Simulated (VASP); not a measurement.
# InP (I4mm) in VASP: a series of runs

InP is run at these levels: PBE; tasks: single point.

Program: VASP 6.6.1. These are calculated values, not measurements. Logs are shortened: lines on timing, memory, paths and dates and some standing lists are left out, and cuts for length are marked.

**1. The cell of the first run**

It takes space group I4mm (No. 107, tetragonal). Conventional cell: a = 4.038 Å, b = 4.038 Å, c = 5.710 Å, α = 90.00°, β = 90.00°, γ = 90.00°. In (site symmetry 4mm) has 6 P at 2.78 to 2.93 Å within 3.7 Å. Within 3.7 Å of P (site symmetry 4mm) lie 6 In at 2.78 to 2.93 Å.

**2. Single point, PBE**

Input file INCAR:

```
ALGO = Normal ; EDIFF = 1E-6
ENCUT = 520 ; GGA = PE
ISIF = 2 ; ISMEAR = 0
LASPH = T ; LCHARG = F
LREAL = F ; LWAVE = F
NBANDS = 16 ; NELM = 100
PREC = Accurate ; SIGMA = 0.15
```

Input file KPOINTS:

```
k-points
0
Gamma
  14 14 14
```

Input file POSCAR:

```
InP
1.0
    0.0000000000      2.8550000000      2.8550000000
    2.8550000000      0.0000000000      2.8550000000
    2.8550000000      2.8550000000      0.0000000000
In P
1 1
Direct
   -0.0131348511     -0.0131348511      0.0131348511
    0.5000000000      0.5000000000      0.5000000000
```

Potentials or basis: VASP PAW PBE potentials, release 64 (In_d, P).

Started as:

```bash
$ cat potpaw_PBE.64/In_d/POTCAR potpaw_PBE.64/P/POTCAR > POTCAR
$ mpirun -np 1 vasp_std > vasp.out
```

OUTCAR:

```text
EDIFF = 1E-6
   ENCUT = 520
   GGA = PE
   ISIF = 2
   ISMEAR = 0
   LASPH = T
   LREAL = F
   NELM = 100
   PREC = Accurate

 ion  position               nearest neighbor table
   1  0.987  0.987  0.013-   2 2.78   2 2.86   2 2.86   2 2.86   2 2.86   2 2.93
   2  0.500  0.500  0.500-   1 2.78   1 2.86   1 2.86   1 2.86   1 2.86   1 2.93

  LATTYP: Found a face centered cubic cell.
 ALAT       =     5.7100000000

  Lattice vectors:

 A1 = (   0.0000000000,   2.8550000000,   2.8550000000)
 A2 = (   2.8550000000,   0.0000000000,   2.8550000000)
 A3 = (   2.8550000000,   2.8550000000,   0.0000000000)

Analysis of symmetry for initial positions (statically):
=====================================================================
 Subroutine PRICEL returns:
 Original cell was already a primitive cell.

 Routine SETGRP: Setting up the symmetry group for a
 face centered cubic supercell.

 Subroutine GETGRP returns: Found  8 space group operations
 (whereof  8 operations were pure point group operations)
 out of a pool of 48 trial point group operations.

The static configuration has the point symmetry C_4v.

Analysis of symmetry for dynamics (positions and initial velocities):
=====================================================================
 Subroutine PRICEL returns:
 Original cell was already a primitive cell.

 Routine SETGRP: Setting up the symmetry group for a
 face centered cubic supercell.

 Subroutine GETGRP returns: Found  8 space group operations
 (whereof  8 operations were pure point group operations)
 out of a pool of 48 trial point group operations.

The dynamic configuration has the point symmetry C_4v.

 Subroutine INISYM returns: Found  8 space group operations
 (whereof  8 operations are pure point group operations),
 and found     1 'primitive' translations

----------------------------------------------------------------------------------------

                                     Primitive cell

  volume of cell :      46.5424

  direct lattice vectors                    reciprocal lattice vectors
     0.000000000  2.855000000  2.855000000    -0.175131349  0.175131349  0.175131349
     2.855000000  0.000000000  2.855000000     0.175131349 -0.175131349  0.175131349
     2.855000000  2.855000000  0.000000000     0.175131349  0.175131349 -0.175131349

  length of vectors
     4.037579721  4.037579721  4.037579721     0.303336394  0.303336394  0.303336394

[... 79 lines left out ...]
   NELM   =    100;   NELMIN=  2; NELMDL= -5     # of ELM steps
   EDIFF  = 0.1E-05   stopping-criterion for ELM
   LREAL  =      F    real-space projection
   EDIFFG = 0.1E-04   stopping-criterion for IOM
   NSW    =      0    number of steps for IOM
   IBRION =     -1    ionic relax: 0-MD 1-quasi-New 2-CG
   NFREE  =      0    steps in history (QN), initial steepest desc. (CG)
   ISIF   =      2    stress and relaxation
   ISYM   =      2    0-nonsym 1-usesym 2-fastsym
   POTIM  = 0.5000    time-step for ionic-motion
   TEBEG  =    0.0;   TEEND  =   0.0 temperature during run
   PSTRESS=    0.0 pullay stress
   NELECT =      18.0000    total number of electrons
   NUPDOWN=      -1.0000    fix difference up-down
   EMIN   =  10.00;   EMAX   =-10.00  energy-range for DOS
   EFERMI =   0.00;   METHOD = LEGACY
   ISMEAR =     0;   SIGMA  =   0.15  broadening in eV -4-tet -1-fermi 0-gaus
   EFERMI_NEDOS =   21; number of points for ismear=-14 and -15
   IALGO  =     38    algorithm
   IMIX   =      4    mixing-type and parameters
     AMIX     =   0.40;   BMIX     =  1.00
     AMIX_MAG =   1.60;   BMIX_MAG =  1.00
  volume/ion in A,a.u.               =      23.27       157.04
  Fermi-wavevector in a.u.,A,eV,Ry     =   1.192750  2.253971 19.356375  1.422653
  Thomas-Fermi vector in A             =   2.328781
   LORBIT       =      0    0 simple, 1 ext, 2 COOP (PROOUT), +10 PAW based schemes
   GGA     = PE    functional components
   LHFCALC =     F    Hartree Fock is set to
   AEXX    =    0.0000 exact exchange contribution
   IVDW    =     0    specifies the selected vdW correction
   LEPSILON=     F    determine dielectric tensor
   LRPA    =     F    only Hartree local field effects (RPA)
 non-spin polarized calculation
 Gauss-broadening in eV      SIGMA  =   0.15
  energy-cutoff  :      520.00
  volume of cell :       46.54
 maximum number of plane-waves:      1275
   NGX = 15   NGY = 15   NGZ = 15

 number of electron      17.9999997 magnetization

 Free energy of the ion-electron system (eV)
  ---------------------------------------------------
  ext. energy  EPLUGINS =         0.00000000
  ---------------------------------------------------
  free energy    TOTEN  =        -7.84729701 eV

  energy without entropy =       -7.83252220  energy(sigma->0) =       -7.83990961

 E-fermi :   5.9394     XC(G=0):  -9.9760

 val. band max:        5.9385306894   @ k =   0.0000  -0.3571   0.1429
 cond. band min:       5.9463163573   @ k =  -0.3571   0.1429   0.0000
 fundamental gap:      0.0077856680
 Fermi energy:         5.9393551530

 k-point     1 :       0.0000    0.0000    0.0000
  band No.  band energies     occupation
      1      -8.1605      2.00000
      2      -8.1580      2.00000
      3      -8.1446      2.00000
      4      -8.1446      2.00000
      5      -8.1441      2.00000
      6      -5.4101      2.00000
[... 433 lines left out ...]
      3      -8.1456      2.00000
      4      -8.0880      2.00000
      5      -8.0871      2.00000
      6      -3.6557      2.00000
[... 8 lines left out ...]
     15      16.4756      0.00000
     16      17.5790      0.00000

 [... further k-points ...]

------------------------ aborting loop because EDIFF is reached ----------------------------------------

  FORCE on cell =-STRESS in cart. coord.  units (eV):
  Direction    XX          YY          ZZ          XY          YZ          ZX
  --------------------------------------------------------------------------------------
  -------------------------------------------------------------------------------------
  Total       -1.5637048     -1.5637048     -1.4272991      0.0000000     -0.0000000      0.0000000
  in kB      -53.8290878    -53.8290878    -49.1334477      0.0000000     -0.0000000      0.0000000
  external PRESSURE =     -52.2638744 kB  Pullay stress =       0.0000000 kB

 VOLUME and BASIS-vectors are now :
 -----------------------------------------------------------------------------
  energy-cutoff  :      520.00
  volume of cell :       46.54
      direct lattice vectors                 reciprocal lattice vectors
     0.000000000  2.855000000  2.855000000    -0.175131349  0.175131349  0.175131349
     2.855000000  0.000000000  2.855000000     0.175131349 -0.175131349  0.175131349
     2.855000000  2.855000000  0.000000000     0.175131349  0.175131349 -0.175131349

 POSITION                                       TOTAL-FORCE (eV/Angst)
 -----------------------------------------------------------------------------------
      2.85500      2.85500      5.63500         0.000000      0.000000      0.067498
      2.85500      2.85500      2.85500         0.000000      0.000000     -0.067498
 -----------------------------------------------------------------------------------
    total drift:                                0.000000      0.000000      0.000258

  FREE ENERGIE OF THE ION-ELECTRON SYSTEM (eV)
  ---------------------------------------------------
  free  energy   TOTEN  =        -7.8472970110 eV

  energy  without entropy=       -7.8325222004  energy(sigma->0) =       -7.83990961
```

OSZICAR:

```text
N       E                     dE             d eps       ncg     rms          rms(c)
DAV:   1     0.107759604889E+03    0.10776E+03   -0.84045E+03  7896   0.128E+03
DAV:   2    -0.122313614221E+01   -0.10898E+03   -0.10441E+03  8600   0.301E+02
DAV:   3    -0.795939005097E+01   -0.67363E+01   -0.66500E+01 10432   0.712E+01
DAV:   4    -0.812556881284E+01   -0.16618E+00   -0.16611E+00  9608   0.117E+01
DAV:   5    -0.813385802376E+01   -0.82892E-02   -0.82890E-02 11960   0.233E+00    0.409E+00
DAV:   6    -0.785154893615E+01    0.28231E+00   -0.53759E-01 11848   0.107E+01    0.231E+00
DAV:   7    -0.784704834527E+01    0.45006E-02   -0.63267E-02 10600   0.180E+00    0.106E+00
DAV:   8    -0.784713363646E+01   -0.85291E-04   -0.49913E-03  9792   0.775E-01    0.980E-02
DAV:   9    -0.784725373235E+01   -0.12010E-03   -0.29282E-04 11568   0.217E-01    0.690E-02
DAV:  10    -0.784728599027E+01   -0.32258E-04   -0.37751E-05  9984   0.547E-02    0.230E-02
DAV:  11    -0.784729659173E+01   -0.10601E-04   -0.98187E-06 10200   0.259E-02    0.593E-03
DAV:  12    -0.784729701098E+01   -0.41925E-06   -0.77089E-07  7352   0.103E-02
   1 F= -.78472970E+01 E0= -.78399096E+01  d E =-.147748E-01
```

Wall time 96 s (1 thread of Intel Xeon 6975P-C (Granite Rapids), shared host); peak memory 0.3 GiB.

What came out:

```
Free energy            : -7.8473 eV
Pressure               : -5.2 GPa
Largest force          : 0.067 eV/Å
Band gap on the k mesh : zero (band 9 reaches 6.24 eV, above the bottom of band 10 at 3.92 eV)
```

Forces in eV/Å, atoms in the order of the input:
```
In   0.000  0.000  0.067
P    0.000  0.000 -0.067
```

Levels at points of the mesh, in eV from the Fermi level:
```
           k point  band 7  band 8  band 9  band 10  band 11  band 12
(0.00, 0.00, 0.00)   -0.21   -0.19   -0.19    -0.14     7.03     7.03
(0.50, 0.00, 0.00)   -6.14    0.13    0.14     2.45     3.45     3.47
(0.50, 0.50, 0.00)   -4.41   -2.54   -2.02    -2.02     4.05     9.13
(0.00, 0.50, 0.50)   -4.37   -2.59   -2.01    -2.00     4.03     9.14
```

Caveat: the cell differs from its parent crystal (all In atoms moved +0.075 Å, as atom 1 towards its neighbour atom 2 (P) at 2.855 Å); spin-orbit coupling is left out, which moves the levels of the heavy elements.

**3. Single point, PBE**

Input file INCAR:

```
SYSTEM = InP
PREC = Accurate
ENCUT = 520
EDIFF = 1E-6
ISMEAR = 0
SIGMA = 0.15
LREAL = .FALSE.
LASPH = .TRUE.
NELM = 100
ALGO = Normal
ISIF = 2
LWAVE = .FALSE.
LCHARG = .FALSE.
GGA = PE
NBANDS = 16
```

Input file KPOINTS:

```
Automatic mesh
0
G
  14 14 14
  0 0 0
```

POSCAR, as its differences from that of step 2:

```diff
@@ -8,3 +8,3 @@
 Direct
-   -0.0131348511     -0.0131348511      0.0131348511
+   -0.0043782837     -0.0043782837      0.0043782837
     0.5000000000      0.5000000000      0.5000000000
```

Potentials or basis: VASP PAW PBE potentials, release 64 (In_d, P).

Started as:

```bash
$ cat potpaw_PBE.64/In_d/POTCAR potpaw_PBE.64/P/POTCAR > POTCAR
$ mpirun -np 1 vasp_std > vasp.out
```

OUTCAR:

```text
SYSTEM = InP
   PREC = Accurate
   ENCUT = 520
   EDIFF = 1E-6
   ISMEAR = 0
   LREAL = .FALSE.
   LASPH = .TRUE.
   NELM = 100
   ISIF = 2
   GGA = PE

 ion  position               nearest neighbor table
   1  0.996  0.996  0.004-   2 2.83   2 2.86   2 2.86   2 2.86   2 2.86   2 2.88
   2  0.500  0.500  0.500-   1 2.83   1 2.86   1 2.86   1 2.86   1 2.86   1 2.88

  LATTYP: Found a face centered cubic cell.
 ALAT       =     5.7100000000

  Lattice vectors:

 A1 = (   0.0000000000,   2.8550000000,   2.8550000000)
 A2 = (   2.8550000000,   0.0000000000,   2.8550000000)
 A3 = (   2.8550000000,   2.8550000000,   0.0000000000)

Analysis of symmetry for initial positions (statically):
=====================================================================
 Subroutine PRICEL returns:
 Original cell was already a primitive cell.

 Routine SETGRP: Setting up the symmetry group for a
 face centered cubic supercell.

 Subroutine GETGRP returns: Found  8 space group operations
 (whereof  8 operations were pure point group operations)
 out of a pool of 48 trial point group operations.

The static configuration has the point symmetry C_4v.

Analysis of symmetry for dynamics (positions and initial velocities):
=====================================================================
 Subroutine PRICEL returns:
 Original cell was already a primitive cell.

 Routine SETGRP: Setting up the symmetry group for a
 face centered cubic supercell.

 Subroutine GETGRP returns: Found  8 space group operations
 (whereof  8 operations were pure point group operations)
 out of a pool of 48 trial point group operations.

The dynamic configuration has the point symmetry C_4v.

 Subroutine INISYM returns: Found  8 space group operations
 (whereof  8 operations are pure point group operations),
 and found     1 'primitive' translations

[... 107 lines left out ...]
   EMIN   =  10.00;   EMAX   =-10.00  energy-range for DOS
   EFERMI =   0.00;   METHOD = LEGACY
   ISMEAR =     0;   SIGMA  =   0.15  broadening in eV -4-tet -1-fermi 0-gaus
   EFERMI_NEDOS =   21; number of points for ismear=-14 and -15
   IALGO  =     38    algorithm
   IMIX   =      4    mixing-type and parameters
     AMIX     =   0.40;   BMIX     =  1.00
     AMIX_MAG =   1.60;   BMIX_MAG =  1.00
  volume/ion in A,a.u.               =      23.27       157.04
  Fermi-wavevector in a.u.,A,eV,Ry     =   1.192750  2.253971 19.356375  1.422653
  Thomas-Fermi vector in A             =   2.328781
   LORBIT       =      0    0 simple, 1 ext, 2 COOP (PROOUT), +10 PAW based schemes
   GGA     = PE    functional components
   LHFCALC =     F    Hartree Fock is set to
   AEXX    =    0.0000 exact exchange contribution
   IVDW    =     0    specifies the selected vdW correction
   LEPSILON=     F    determine dielectric tensor
   LRPA    =     F    only Hartree local field effects (RPA)
 non-spin polarized calculation
 Gauss-broadening in eV      SIGMA  =   0.15
  energy-cutoff  :      520.00
  volume of cell :       46.54
 maximum number of plane-waves:      1275
   NGX = 15   NGY = 15   NGZ = 15

 number of electron      17.9999999 magnetization

 Free energy of the ion-electron system (eV)
  ---------------------------------------------------
  ext. energy  EPLUGINS =         0.00000000
  ---------------------------------------------------
  free energy    TOTEN  =        -7.84946677 eV

  energy without entropy =       -7.83479554  energy(sigma->0) =       -7.84213116

 E-fermi :   5.9424     XC(G=0):  -9.9770

 val. band max:        5.9211506298   @ k =   0.1429   0.0714   0.3571
 cond. band min:       5.9476580820   @ k =   0.0000  -0.3571   0.1429
 fundamental gap:      0.0265074523
 Fermi energy:         5.9424207441

 k-point     1 :       0.0000    0.0000    0.0000
  band No.  band energies     occupation
      1      -8.1579      2.00000
      2      -8.1576      2.00000
      3      -8.1436      2.00000
      4      -8.1436      2.00000
      5      -8.1436      2.00000
      6      -5.4072      2.00000
[... 433 lines left out ...]
      3      -8.1447      2.00000
      4      -8.0872      2.00000
      5      -8.0863      2.00000
      6      -3.6536      2.00000
[... 8 lines left out ...]
     15      16.4737      0.00000
     16      17.5782      0.00000

 [... further k-points ...]
[... 5 lines left out ...]
  --------------------------------------------------------------------------------------
  -------------------------------------------------------------------------------------
  Total       -1.5523420     -1.5523420     -1.5373204      0.0000000      0.0000000      0.0000000
  in kB      -53.4379347    -53.4379347    -52.9208284      0.0000000      0.0000000      0.0000000
  external PRESSURE =     -53.2655659 kB  Pullay stress =       0.0000000 kB

 VOLUME and BASIS-vectors are now :
 -----------------------------------------------------------------------------
  energy-cutoff  :      520.00
  volume of cell :       46.54
      direct lattice vectors                 reciprocal lattice vectors
     0.000000000  2.855000000  2.855000000    -0.175131349  0.175131349  0.175131349
     2.855000000  0.000000000  2.855000000     0.175131349 -0.175131349  0.175131349
     2.855000000  2.855000000  0.000000000     0.175131349  0.175131349 -0.175131349

 POSITION                                       TOTAL-FORCE (eV/Angst)
 -----------------------------------------------------------------------------------
      2.85500      2.85500      5.68500         0.000000      0.000000      0.020760
      2.85500      2.85500      2.85500         0.000000      0.000000     -0.020760
 -----------------------------------------------------------------------------------
    total drift:                               -0.000001     -0.000001     -0.000343

  FREE ENERGIE OF THE ION-ELECTRON SYSTEM (eV)
  ---------------------------------------------------
  free  energy   TOTEN  =        -7.8494667714 eV

  energy  without entropy=       -7.8347955428  energy(sigma->0) =       -7.84213116
```

stdout:

```text
POSCAR found type information on POSCAR InP
 POSCAR found :  2 types and       2 ions
 scaLAPACK will be used
 LDA part: xc-table for (Slater+PW92), standard interpolation
 POSCAR, INCAR and KPOINTS ok, starting setup
 FFT: planning ... GRIDC
 FFT: planning ... GRID_SOFT
 FFT: planning ... GRID
 WAVECAR not read
 entering main loop
```

It took 79 s on 1 thread of Intel Xeon 6975P-C (Granite Rapids), shared host; peak memory 0.3 GiB.

What came out:

| Quantity | Value |
| --- | --- |
| Free energy | -7.8495 eV |
| Pressure | -5.3 GPa |
| Largest force | 0.021 eV/Å |
| Band gap on the k mesh | zero (band 9 reaches 6.24 eV, above the bottom of band 10 at 3.92 eV) |

Forces on the atoms (eV/Å):
```
In   0.000  0.000  0.021
P    0.000  0.000 -0.021
```

Caveat: the cell differs from its parent crystal (all In atoms moved +0.025 Å, as atom 1 towards its neighbour atom 2 (P) at 2.855 Å); spin-orbit coupling is left out, which moves the levels of the heavy elements.
